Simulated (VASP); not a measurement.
# Ca2Cu5 (F-43m) in VASP: a series of runs, part 2 of 2

VASP 6.6.1. Earlier steps stand in the parts before.

## Step 3: Single point, PBE

This run uses another cell than the first one, of 25.73 Å³/atom, 1.384 times its volume.

Input file INCAR:

```
SYSTEM = Ca2Cu5
PREC = Accurate
ENCUT = 520
EDIFF = 1E-7
ISMEAR = 0
SIGMA = 0.1
LREAL = .FALSE.
LASPH = .TRUE.
NELM = 80
ALGO = Normal
ISIF = 2
LWAVE = .FALSE.
LCHARG = .FALSE.
GGA = PE
NBANDS = 46
```

Input file KPOINTS:

```
Automatic mesh
0
G
  4 4 4
  0 0 0
```

Input file POSCAR:

```
Ca2Cu5
1.0
    0.0000000000      4.4822337882      4.4822337882
    4.4822337882      0.0000000000      4.4822337882
    4.4822337882      4.4822337882      0.0000000000
Ca Cu
2 5
Direct
    0.2500000000      0.2500000000      0.2500000000
    0.7500000000      0.7500000000      0.7500000000
    0.4087754820      0.4087754820      0.4087754820
    0.4087754820      0.4087754820      0.7736735539
    0.4087754820      0.7736735539      0.4087754820
    0.7736735539      0.4087754820      0.4087754820
    0.0000000000      0.0000000000      0.0000000000
```

Potentials or basis: VASP PAW PBE potentials, release 64 (Ca_sv, Cu).

Run with:

```sh
cat potpaw_PBE.64/Ca_sv/POTCAR potpaw_PBE.64/Cu/POTCAR > POTCAR
mpirun -np 1 vasp_std > vasp.out
```

OUTCAR:

```text
SYSTEM = Ca2Cu5
   PREC = Accurate
   ENCUT = 520
   EDIFF = 1E-7
   ISMEAR = 0
   LREAL = .FALSE.
   LASPH = .TRUE.
   NELM = 80
   ISIF = 2
   GGA = PE

 ion  position               nearest neighbor table
   1  0.250  0.250  0.250-   3 2.47   4 2.47   5 2.47   6 2.47
   2  0.750  0.750  0.750-
   3  0.409  0.409  0.409-   4 2.31   5 2.31   6 2.31   1 2.47
   4  0.409  0.409  0.774-   3 2.31   5 2.31   6 2.31   1 2.47
   5  0.409  0.774  0.409-   3 2.31   4 2.31   6 2.31   1 2.47
   6  0.774  0.409  0.409-   3 2.31   4 2.31   5 2.31   1 2.47
   7  0.000  0.000  0.000-

  LATTYP: Found a face centered cubic cell.
 ALAT       =     8.9644675764

  Lattice vectors:

 A1 = (   0.0000000000,   4.4822337882,   4.4822337882)
 A2 = (   4.4822337882,   0.0000000000,   4.4822337882)
 A3 = (   4.4822337882,   4.4822337882,   0.0000000000)

Analysis of symmetry for initial positions (statically):
=====================================================================
 Subroutine PRICEL returns:
 Original cell was already a primitive cell.

 Routine SETGRP: Setting up the symmetry group for a
 face centered cubic supercell.

 Subroutine GETGRP returns: Found 24 space group operations
 (whereof 24 operations were pure point group operations)
 out of a pool of 48 trial point group operations.

The static configuration has the point symmetry T_d .

Analysis of symmetry for dynamics (positions and initial velocities):
=====================================================================
 Subroutine PRICEL returns:
 Original cell was already a primitive cell.

 Routine SETGRP: Setting up the symmetry group for a
 face centered cubic supercell.
[... 114 lines left out ...]
   EFERMI_NEDOS =   21; number of points for ismear=-14 and -15
   IALGO  =     38    algorithm
   IMIX   =      4    mixing-type and parameters
     AMIX     =   0.40;   BMIX     =  1.00
     AMIX_MAG =   1.60;   BMIX_MAG =  1.00
  volume/ion in A,a.u.               =      25.73       173.62
  Fermi-wavevector in a.u.,A,eV,Ry     =   1.222524  2.310235 20.334792  1.494565
  Thomas-Fermi vector in A             =   2.357668
   LORBIT       =      0    0 simple, 1 ext, 2 COOP (PROOUT), +10 PAW based schemes
   GGA     = PE    functional components
   LHFCALC =     F    Hartree Fock is set to
   AEXX    =    0.0000 exact exchange contribution
   IVDW    =     0    specifies the selected vdW correction
   LEPSILON=     F    determine dielectric tensor
   LRPA    =     F    only Hartree local field effects (RPA)
 non-spin polarized calculation
 Gauss-broadening in eV      SIGMA  =   0.10
  energy-cutoff  :      520.00
  volume of cell :      180.10
 maximum number of plane-waves:      4909
   NGX = 23   NGY = 23   NGZ = 23

 number of electron      74.9999980 magnetization

 Free energy of the ion-electron system (eV)
  ---------------------------------------------------
  ext. energy  EPLUGINS =         0.00000000
  ---------------------------------------------------
  free energy    TOTEN  =       -17.16001469 eV

  energy without entropy =      -17.15277365  energy(sigma->0) =      -17.15639417

 E-fermi :   2.1015     XC(G=0):  -8.8098

 val. band max:        2.0477318569   @ k =   0.2500   0.2500   0.0000
 cond. band min:       2.3230426606   @ k =   0.5000   0.0000   0.0000
 fundamental gap:      0.2753108037
 Fermi energy:         2.1015330402

 k-point     1 :       0.0000    0.0000    0.0000
  band No.  band energies     occupation
      1     -40.0032      2.00000
      2     -38.4908      2.00000
      3     -20.9457      2.00000
      4     -20.9457      2.00000
      5     -20.9457      2.00000
      6     -19.6207      2.00000
[... 381 lines left out ...]
     45       4.8787      0.00000
     46       5.6404      0.00000

------------------------ aborting loop because EDIFF is reached ----------------------------------------

  FORCE on cell =-STRESS in cart. coord.  units (eV):
  Direction    XX          YY          ZZ          XY          YZ          ZX
  --------------------------------------------------------------------------------------
  -------------------------------------------------------------------------------------
  Total        0.1283855      0.1283855      0.1283855      0.0000000      0.0000000      0.0000000
  in kB        1.1421233      1.1421233      1.1421233      0.0000000      0.0000000      0.0000000
  external PRESSURE =       1.1421233 kB  Pullay stress =       0.0000000 kB

 VOLUME and BASIS-vectors are now :
 -----------------------------------------------------------------------------
  energy-cutoff  :      520.00
  volume of cell :      180.10
      direct lattice vectors                 reciprocal lattice vectors
     0.000000000  4.482233788  4.482233788    -0.111551522  0.111551522  0.111551522
     4.482233788  0.000000000  4.482233788     0.111551522 -0.111551522  0.111551522
     4.482233788  4.482233788  0.000000000     0.111551522  0.111551522 -0.111551522

 POSITION                                       TOTAL-FORCE (eV/Angst)
 -----------------------------------------------------------------------------------
      2.24112      2.24112      2.24112         0.000000      0.000000      0.000000
      6.72335      6.72335      6.72335         0.000000      0.000000      0.000000
      3.66445      3.66445      3.66445        -0.004243     -0.004243     -0.004243
      5.30001      5.30001      3.66445         0.004243      0.004243     -0.004243
      5.30001      3.66445      5.30001         0.004243     -0.004243      0.004243
      3.66445      5.30001      5.30001        -0.004243      0.004243      0.004243
      0.00000      0.00000      0.00000         0.000000      0.000000      0.000000
 -----------------------------------------------------------------------------------
    total drift:                               -0.000006     -0.000006     -0.000006

  FREE ENERGIE OF THE ION-ELECTRON SYSTEM (eV)
  ---------------------------------------------------
  free  energy   TOTEN  =       -17.1600146889 eV

  energy  without entropy=      -17.1527736519  energy(sigma->0) =      -17.15639417
```

stdout:

```text
POSCAR found type information on POSCAR CaCu
 POSCAR found :  2 types and       7 ions
 scaLAPACK will be used
 LDA part: xc-table for (Slater+PW92), standard interpolation
 POSCAR, INCAR and KPOINTS ok, starting setup
 FFT: planning ... GRIDC
 FFT: planning ... GRID_SOFT
 FFT: planning ... GRID
 WAVECAR not read
 entering main loop
```

It took 2.1 min on 1 thread of Intel Xeon Platinum 8259CL at 2.50GHz (Skylake/Cascade Lake), shared host; peak memory 0.33 GiB.

Results:

```yaml
Free_energy: -17.1600 eV
Pressure: 0.1 GPa
Largest_force: 0.007 eV/Å
```

Forces on the atoms (eV/Å):
```
Ca   0.000  0.000  0.000
Ca   0.000  0.000  0.000
Cu  -0.004 -0.004 -0.004
Cu   0.004  0.004 -0.004
Cu   0.004 -0.004  0.004
Cu  -0.004  0.004  0.004
Cu   0.000  0.000  0.000
```
